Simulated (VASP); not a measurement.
Crystal: AlRu.

```xyz
2
Lattice="2.9825 0.0000 0.0000 0.0000 2.9825 0.0000 0.0000 0.0000 2.9825" Properties=species:S:1:pos:R:3 pbc="T T T"
Al    0.0000    0.0000    0.0000
Ru    1.4912    1.4912    1.4912
```

Base run:

```yaml
Program: VASP 6.6.1
Functional: PBE
Potentials_or_basis: VASP PAW PBE potentials, release 64 (Al, Ru_pv)
Cutoff: 520 eV
k_mesh: 6 × 6 × 6
Occupations: tetrahedron
Spin: no spin polarisation
```

Its results: pressure 6.2 GPa.

Question: The run is repeated on the same cell with these changes: cutoff from 520 eV to 500 eV; occupations from tetrahedron to fermi-dirac, width 0.1 eV. What comes out?

Answer: Pressure 4.6 GPa.
